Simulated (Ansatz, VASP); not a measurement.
Two plane-wave programs on PtSe2

File INCAR:

```
ALGO     = Normal         # electronic algorithm
EDIFF    = 1E-6           # SCF threshold, eV
EDIFFG   = -0.001         # ionic threshold
ENCUT    = 600            # plane-wave cutoff, eV
GGA      = PS             # functional
IBRION   = 2              # ionic algorithm
ISIF     = 3              # what is computed and relaxed
ISMEAR   = -1             # smearing method
LASPH    = True           # aspherical terms in the spheres
LCHARG   = False          # write CHGCAR
LREAL    = False          # projectors in reciprocal space
LWAVE    = False          # write WAVECAR
NELM     = 80             # most SCF steps
NSW      = 80             # ionic steps
PREC     = Accurate       # precision mode
SIGMA    = 0.15           # smearing width, eV
```

KPOINTS

```
k-points
0
Gamma
  12 12 8
```

POSCAR

```
PtSe2
1.0
    3.7607248996      0.0000000000      0.0000000000
   -1.8803624498      3.2568832997      0.0000000000
    0.0000000000      0.0000000000      4.8633103098
Pt Se
1 2
Direct
    0.0000000000      0.0000000000      0.0000000000
    0.3333333333      0.6666666667      0.2606754621
    0.6666666667      0.3333333333      0.7393245379
```

Input for Ansatz:

```yaml
crystal:
  lattice:
    - [3.7607249216, 0.0, 0.0]
    - [-1.8803624608, 3.2568833187, 0.0]
    - [0.0, 0.0, 4.8633102996]
  atoms:
    - { symbol: Pt, position: [0.0, 0.0, 0.0] }
    - { symbol: Se, position: [0.3333333333, 0.6666666667, 0.2606754578] }
    - { symbol: Se, position: [0.6666666667, 0.3333333333, 0.7393245422] }
basis:
  ecutwfc: 420
kpoints:
  mp_grid: { grid: [12, 12, 8] }
hamiltonian:
  xc: pbesol
scf:
  occupations: { method: fermi_dirac, width: 0.15 }
output:
  forces: true
  stress: true
  eigenvalues: true
relax:
  adjacent_minimum: "off"
  f_tol: 0.001
  max_steps: 60
  cell: { stress_tol: 0.01 }
```

Alike in both runs: task relaxation of cell and atoms; functional PBEsol; k mesh 12 × 12 × 8; occupations fermi-dirac, width 0.15 eV; no spin polarisation.

|  | VASP | Ansatz |
| --- | --- | --- |
| version | VASP 6.6.1 | Ansatz 0.2.0 |
| potentials or method | VASP PAW PBE potentials, release 64 (Pt, Se), cutoff 600 eV | scalar-relativistic, plane waves, PAW |
| valence electrons in the cell | 22 | 50 |

|  | VASP | Ansatz | Ansatz less VASP |
| --- | --- | --- | --- |
| gap on the k mesh at the Fermi level, each at its own relaxed structure (eV) | none | none | - |
| relaxed volume (Å³/atom) | 19.84 | 19.84 | +0.001 |
| relaxed length of the cell vector where the two differ most in proportion (Å) | 4.856 | 4.859 | +0.0030 |

VASP's potentials were made for PBE, not for PBEsol. A gap of «none» marks a metal or a gap that the smearing closes. VASP's potentials hold 22 valence electrons a cell and Ansatz's 50, so a difference there can come from the potentials and not from the codes.

Neither program's run includes spin-orbit coupling.
